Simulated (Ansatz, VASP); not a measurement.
# One calculation of C, two programs

The input INCAR:

```
  ALGO = Normal
  EDIFF = 1E-6
  ENCUT = 600
  GGA = PS
  GGA_COMPAT = F
  ISIF = 2
  ISMEAR = 0
  LASPH = T
  LCHARG = F
  LREAL = F
  LWAVE = F
  NBANDS = 11
  NELM = 120
  PREC = Accurate
  SIGMA = 0.02
```

The input KPOINTS:

```
k-points
0
Gamma
  6 6 6
```

File POSCAR:

```
C
1.0
    0.0000000000      1.7768347253      1.7768347253
    1.7768347253      0.0000000000      1.7768347253
    1.7768347253      1.7768347253      0.0000000000
C
2
Direct
    0.0000000000      0.0000000000      0.0000000000
    0.2500000000      0.2500000000      0.2500000000
```

Input for Ansatz:

```yaml
crystal:
  lattice:
    - [0.0, 1.7768347253, 1.7768347253]
    - [1.7768347253, 0.0, 1.7768347253]
    - [1.7768347253, 1.7768347253, 0.0]
  atoms:
    - { symbol: C, position: [0.0, 0.0, 0.0] }
    - { symbol: C, position: [0.25, 0.25, 0.25] }
basis:
  ecutwfc: 420
kpoints:
  mp_grid: { grid: [6, 6, 6] }
hamiltonian:
  xc: pbesol
  pseudopotentials: { kind: paw, azcp: { folder: soft_1 } }
scf:
  occupations: { method: gaussian, width: 0.02 }
output:
  forces: true
  stress: true
  eigenvalues: true
```

Alike in both runs: task single point; functional PBEsol; k mesh 6 × 6 × 6; occupations gaussian, width 0.02 eV; no spin polarisation.

```csv
,VASP,Ansatz
version,VASP 6.6.1,Ansatz 0.2.0
potentials or method,"VASP PAW PBE potentials, release 64 (C), cutoff 600 eV","scalar-relativistic, plane waves, PAW"
valence electrons in the cell,8,8
```

|  | VASP | Ansatz | Ansatz less VASP |
| --- | --- | --- | --- |
| gap on the k mesh at the Fermi level (eV) | 4.06 | 4.07 | +0.006 |
| least direct gap on the mesh (eV) | 5.57 | 5.57 | 0.000 |
| pressure (GPa) | 0.6 | 0.1 | -0.51 |

VASP's potentials were made for PBE, not for PBEsol, and Ansatz warns of the same on its side.

The k mesh is coarse, so the values compare programs but aren't converged.
